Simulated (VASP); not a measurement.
# Lu (Im-3m) in VASP: further runs

Runs on Lu. Level: PBE. Tasks: single point.

Program: VASP 6.6.1. These are calculated values, not measurements. Logs are shortened: lines on timing, memory, paths and dates and some standing lists are left out, and cuts for length are marked.

## (1) The cell of the first run

Symmetry: Im-3m, No. 229, cubic system. Conventional cell: a = 3.901 Å, b = 3.901 Å, c = 3.901 Å, α = 90.00°, β = 90.00°, γ = 90.00°. Within 4.4 Å of Lu (site symmetry m-3m) lie 14 Lu at 3.38 to 3.90 Å.

This isn't the form of Lu at room conditions, which is hcp.

## (2) Single point, PBE (29.69 Å³/atom)

INCAR reads:

```
PREC = Accurate
ENCUT = 520
EDIFF = 1E-6
ISMEAR = -1
SIGMA = 0.1
LREAL = False
LASPH = True
NELM = 60
ALGO = Normal
ISIF = 2
LWAVE = False
LCHARG = False
GGA = PE
NBANDS = 18
```

KPOINTS reads:

```
regular mesh
0
Gamma
  13 13 13
```

POSCAR reads:

```
Lu
1.0
   -1.9505918332      1.9505918332      1.9505918332
    1.9505918332     -1.9505918332      1.9505918332
    1.9505918332      1.9505918332     -1.9505918332
Lu
1
Direct
    0.0000000000      0.0000000000      0.0000000000
```

Potentials or basis: VASP PAW PBE potentials, release 64 (Lu).

Run with:

```sh
$ cat potpaw_PBE.64/Lu/POTCAR > POTCAR
$ mpirun -np 1 vasp_std > vasp.out
```

OUTCAR:

```text
PREC = Accurate
   ENCUT = 520
   EDIFF = 1E-6
   ISMEAR = -1
   LREAL = False
   LASPH = True
   NELM = 60
   ISIF = 2
   GGA = PE

 ion  position               nearest neighbor table
   1  0.000  0.000  0.000-

  LATTYP: Found a body centered cubic cell.
 ALAT       =     3.9011836664

  Lattice vectors:

 A1 = (  -1.9505918332,   1.9505918332,   1.9505918332)
 A2 = (   1.9505918332,  -1.9505918332,   1.9505918332)
 A3 = (   1.9505918332,   1.9505918332,  -1.9505918332)

Analysis of symmetry for initial positions (statically):
=====================================================================
 Subroutine PRICEL returns:
 Original cell was already a primitive cell.

 Routine SETGRP: Setting up the symmetry group for a
 body centered cubic supercell.

 Subroutine GETGRP returns: Found 48 space group operations
 (whereof 48 operations were pure point group operations)
 out of a pool of 48 trial point group operations.

The static configuration has the point symmetry O_h .

Analysis of symmetry for dynamics (positions and initial velocities):
=====================================================================
 Subroutine PRICEL returns:
 Original cell was already a primitive cell.

 Routine SETGRP: Setting up the symmetry group for a
 body centered cubic supercell.

 Subroutine GETGRP returns: Found 48 space group operations
 (whereof 48 operations were pure point group operations)
 out of a pool of 48 trial point group operations.

The dynamic configuration has the point symmetry O_h .

 Subroutine INISYM returns: Found 48 space group operations
 (whereof 48 operations are pure point group operations),
 and found     1 'primitive' translations

----------------------------------------------------------------------------------------

                                     Primitive cell

  volume of cell :      29.6865

  direct lattice vectors                    reciprocal lattice vectors
    -1.950591833  1.950591833  1.950591833     0.000000000  0.256332458  0.256332458
     1.950591833 -1.950591833  1.950591833     0.256332458  0.000000000  0.256332458
     1.950591833  1.950591833 -1.950591833     0.256332458  0.256332458  0.000000000

  length of vectors
     3.378524160  3.378524160  3.378524160     0.362508839  0.362508839  0.362508839

  position of ions in fractional coordinates (direct lattice)
     0.000000000  0.000000000  0.000000000

  ion indices of the primitive-cell ions
   primitive index   ion index
                 1           1

----------------------------------------------------------------------------------------

 KPOINTS: regular mesh

Automatic generation of k-mesh.
 Grid dimensions read from file:
 generate k-points for:   13   13   13

 Generating k-lattice:

  Cartesian coordinates                     Fractional coordinates (reciprocal lattice)
     0.000000000  0.019717881  0.019717881     0.076923077  0.000000000  0.000000000
     0.019717881  0.000000000  0.019717881     0.000000000  0.076923077  0.000000000
     0.019717881  0.019717881  0.000000000     0.000000000  0.000000000  0.076923077

  Length of vectors
     0.027885295  0.027885295  0.027885295

  Shift w.r.t. Gamma in fractional coordinates (k-lattice)
     0.000000000  0.000000000  0.000000000

 Subroutine IBZKPT returns following result:
 ===========================================

 Found     84 irreducible k-points:

 Following reciprocal coordinates:
            Coordinates               Weight
  0.000000  0.000000  0.000000      1.000000
  0.076923  0.000000  0.000000     12.000000
  0.153846  0.000000  0.000000     12.000000
  0.230769  0.000000  0.000000     12.000000
  0.307692  0.000000  0.000000     12.000000
  0.384615  0.000000  0.000000     12.000000
[... 16 lines left out ...]
  0.153846  0.076923  0.076923     24.000000
  0.230769  0.076923  0.076923     24.000000
 [... further k-points ...]
   k-points           NKPTS =     84   k-points in BZ     NKDIM =     84   number of bands    NBANDS=     18
   number of dos      NEDOS =    301   number of ions     NIONS =      1
   total plane-waves  NPLWV =  21952
   dimension x,y,z NGX =    28 NGY =   28 NGZ =   28
   dimension x,y,z NGXF=    56 NGYF=   56 NGZF=   56
   ions per type =               1
   NGX,Y,Z   is equivalent  to a cutoff of  13.78, 13.78, 13.78 a.u.
   NGXF,Y,Z  is equivalent  to a cutoff of  27.56, 27.56, 27.56 a.u.
 SYSTEM =  unknown system
   PREC   = accura    normal or accurate (medium, high low for compatibility)
   ISTART =      0    job   : 0-new  1-cont  2-samecut
   ICHARG =      2    charge: 1-file 2-atom 10-const
   ISPIN  =      1    spin polarized calculation?
   LNONCOLLINEAR =      F non collinear calculations
   LSORBIT =      F    spin-orbit coupling
   LASPH  =      T    aspherical Exc in radial PAW
   ENCUT  =  520.0 eV  38.22 Ry    6.18 a.u.   6.28  6.28  6.28*2*pi/ulx,y,z
   NELM   =     60;   NELMIN=  2; NELMDL= -5     # of ELM steps
   EDIFF  = 0.1E-05   stopping-criterion for ELM
   LREAL  =      F    real-space projection
   EDIFFG = 0.1E-04   stopping-criterion for IOM
   NSW    =      0    number of steps for IOM
   IBRION =     -1    ionic relax: 0-MD 1-quasi-New 2-CG
   NFREE  =      0    steps in history (QN), initial steepest desc. (CG)
   ISIF   =      2    stress and relaxation
   ISYM   =      2    0-nonsym 1-usesym 2-fastsym
   POTIM  = 0.5000    time-step for ionic-motion
   TEBEG  =    0.0;   TEEND  =   0.0 temperature during run
   PSTRESS=    0.0 pullay stress
   NELECT =      25.0000    total number of electrons
   NUPDOWN=      -1.0000    fix difference up-down
   EMIN   =  10.00;   EMAX   =-10.00  energy-range for DOS
   EFERMI =   0.00;   METHOD = LEGACY
   ISMEAR =    -1;   SIGMA  =   0.10  broadening in eV -4-tet -1-fermi 0-gaus
   EFERMI_NEDOS =   21; number of points for ismear=-14 and -15
   IALGO  =     38    algorithm
   IMIX   =      4    mixing-type and parameters
     AMIX     =   0.40;   BMIX     =  1.00
     AMIX_MAG =   1.60;   BMIX_MAG =  1.00
  volume/ion in A,a.u.               =      29.69       200.33
  Fermi-wavevector in a.u.,A,eV,Ry     =   1.545973  2.921464 32.518346  2.390031
  Thomas-Fermi vector in A             =   2.651275
   LORBIT       =      0    0 simple, 1 ext, 2 COOP (PROOUT), +10 PAW based schemes
   GGA     = PE    functional components
   LHFCALC =     F    Hartree Fock is set to
   AEXX    =    0.0000 exact exchange contribution
   IVDW    =     0    specifies the selected vdW correction
   LEPSILON=     F    determine dielectric tensor
   LRPA    =     F    only Hartree local field effects (RPA)
 non-spin polarized calculation
  energy-cutoff  :      520.00
  volume of cell :       29.69
 maximum number of plane-waves:       811
 NGX is ok and might be reduce to    28
   NGX = 13   NGY = 13   NGZ = 13

 number of electron      24.9999994 magnetization

 Free energy of the ion-electron system (eV)
  ---------------------------------------------------
  ext. energy  EPLUGINS =         0.00000000
  ---------------------------------------------------
  free energy    TOTEN  =        -4.41719685 eV

  energy without entropy =       -4.34596728  energy(sigma->0) =       -4.38158207

 E-fermi :   2.2931     XC(G=0): -10.5814

 val. band max:        2.2607003689   @ k =  -0.3846  -0.3846   0.0769
 cond. band min:       2.3022849882   @ k =   0.3077   0.2308   0.0769
 fundamental gap:      0.0415846193
 Fermi energy:         2.2931115937

 k-point     1 :       0.0000    0.0000    0.0000
  band No.  band energies     occupation
      1     -54.1422      2.00000
      2     -24.5712      2.00000
      3     -24.5712      2.00000
      4     -24.5712      2.00000
      5      -3.8100      2.00000
      6      -2.8939      2.00000
[... 10 lines left out ...]
     17       6.6017      0.00000
     18      13.8682      0.00000

 k-point     2 :       0.0769    0.0000    0.0000
  band No.  band energies     occupation
      1     -54.1405      2.00000
      2     -24.5991      2.00000
      3     -24.5801      2.00000
      4     -24.5712      2.00000
      5      -3.6403      2.00000
      6      -2.8924      2.00000
[... 10 lines left out ...]
     17       6.6008      0.00000
     18      14.0334      0.00000

 k-point     3 :       0.1538    0.0000    0.0000
  band No.  band energies     occupation
      1     -54.1358      2.00000
      2     -24.6756      2.00000
      3     -24.6048      2.00000
      4     -24.5714      2.00000
      5      -3.1507      2.00000
      6      -2.8887      2.00000
[... 10 lines left out ...]
     17       6.6188      0.00000
     18      14.3157      0.00000

 k-point     4 :       0.2308    0.0000    0.0000
  band No.  band energies     occupation
      1     -54.1293      2.00000
      2     -24.7812      2.00000
      3     -24.6394      2.00000
      4     -24.5715      2.00000
      5      -2.8850      2.00000
      6      -2.8704      2.00000
[... 10 lines left out ...]
     17       6.6991      0.00000
     18      13.9612      0.00000

 k-point     5 :       0.3077    0.0000    0.0000
  band No.  band energies     occupation
      1     -54.1223      2.00000
      2     -24.8907      2.00000
      3     -24.6759      2.00000
      4     -24.5718      2.00000
      5      -2.8833      2.00000
      6      -2.8595      2.00000
[... 10 lines left out ...]
     17       6.9449      0.00000
     18      12.8646      0.00000

 k-point     6 :       0.3846    0.0000    0.0000
  band No.  band energies     occupation
      1     -54.1165      2.00000
      2     -24.9795      2.00000
      3     -24.7059      2.00000
      4     -24.5720      2.00000
      5      -2.8838      2.00000
      6      -2.8655      2.00000
[... 10 lines left out ...]
     17       8.1471      0.00000
     18      11.4313      0.00000

 k-point     7 :       0.4615    0.0000    0.0000
  band No.  band energies     occupation
      1     -54.1132      2.00000
      2     -25.0290      2.00000
      3     -24.7228      2.00000
      4     -24.5721      2.00000
      5      -2.8849      2.00000
      6      -2.8730      2.00000
[... 10 lines left out ...]
     17       9.1609      0.00000
     18      10.6938      0.00000

 k-point     8 :       0.0769    0.0769    0.0000
  band No.  band energies     occupation
      1     -54.1373      2.00000
      2     -24.6519      2.00000
      3     -24.5897      2.00000
      4     -24.5780      2.00000
      5      -3.3103      2.00000
      6      -2.8896      2.00000
[... 10 lines left out ...]
     17       6.6636      0.00000
     18      14.3008      0.00000
[... 229 lines left out ...]
     17       9.2293      0.00000
     18       9.8750      0.00000

 k-point    20 :       0.3846    0.2308    0.0000
  band No.  band energies     occupation
      1     -54.1101      2.00000
      2     -24.9613      2.00000
      3     -24.8104      2.00000
      4     -24.6231      2.00000
      5      -2.8802      2.00000
      6      -2.8669      2.00000
[... 10 lines left out ...]
     17       8.7651      0.00000
     18      10.3068      0.00000

 k-point    21 :       0.3077    0.3077    0.0000
  band No.  band energies     occupation
      1     -54.1095      2.00000
      2     -24.9253      2.00000
      3     -24.8539      2.00000
      4     -24.6289      2.00000
      5      -2.8813      2.00000
      6      -2.8610      2.00000
[... 10 lines left out ...]
     17       8.3059      0.00000
     18      10.7499      0.00000

 k-point    22 :       0.0769    0.0769    0.0769
  band No.  band energies     occupation
      1     -54.1331      2.00000
      2     -24.7285      2.00000
      3     -24.5910      2.00000
      4     -24.5910      2.00000
      5      -2.8841      2.00000
      6      -2.8778      2.00000
[... 10 lines left out ...]
     17       6.4185      0.00000
     18      14.5519      0.00000

 k-point    23 :       0.1538    0.0769    0.0769
  band No.  band energies     occupation
      1     -54.1272      2.00000
      2     -24.8174      2.00000
      3     -24.6271      2.00000
      4     -24.5930      2.00000
      5      -2.8787      2.00000
      6      -2.8671      2.00000
[... 10 lines left out ...]
     17       6.6956      0.00000
     18      14.3579      0.00000

 k-point    24 :       0.2308    0.0769    0.0769
  band No.  band energies     occupation
      1     -54.1210      2.00000
      2     -24.9021      2.00000
      3     -24.6731      2.00000
      4     -24.5951      2.00000
      5      -2.8762      2.00000
      6      -2.8616      2.00000
[... 10 lines left out ...]
     17       7.4569      0.00000
     18      12.4381      0.00000

 [... further k-points ...]
[... 5 lines left out ...]
  --------------------------------------------------------------------------------------
  -------------------------------------------------------------------------------------
  Total        0.0229237      0.0229237      0.0229237      0.0000000      0.0000000     -0.0000000
  in kB        1.2371913      1.2371913      1.2371913      0.0000000      0.0000000     -0.0000000
  external PRESSURE =       1.2371913 kB  Pullay stress =       0.0000000 kB

 VOLUME and BASIS-vectors are now :
 -----------------------------------------------------------------------------
  energy-cutoff  :      520.00
  volume of cell :       29.69
      direct lattice vectors                 reciprocal lattice vectors
    -1.950591833  1.950591833  1.950591833     0.000000000  0.256332458  0.256332458
     1.950591833 -1.950591833  1.950591833     0.256332458  0.000000000  0.256332458
     1.950591833  1.950591833 -1.950591833     0.256332458  0.256332458  0.000000000

 POSITION                                       TOTAL-FORCE (eV/Angst)
 -----------------------------------------------------------------------------------
      0.00000      0.00000      0.00000        -0.000000     -0.000000      0.000000
 -----------------------------------------------------------------------------------
    total drift:                               -0.000000     -0.000000     -0.000000

  FREE ENERGIE OF THE ION-ELECTRON SYSTEM (eV)
  ---------------------------------------------------
  free  energy   TOTEN  =        -4.4171968509 eV

  energy  without entropy=       -4.3459672830  energy(sigma->0) =       -4.38158207
```

Wall time 26 s (1 thread of Intel Xeon 6975P-C (Granite Rapids), shared host); peak memory 0.2 GiB.

Results:

- Free energy: -4.4172 eV
- Pressure: 0.1 GPa
- Band gap on the k mesh: zero (an odd number of electrons rules out a gap without spin polarisation)

Caveat: spin-orbit coupling is left out, which moves the levels of the heavy elements.

(Continued in part 2 of 2.)
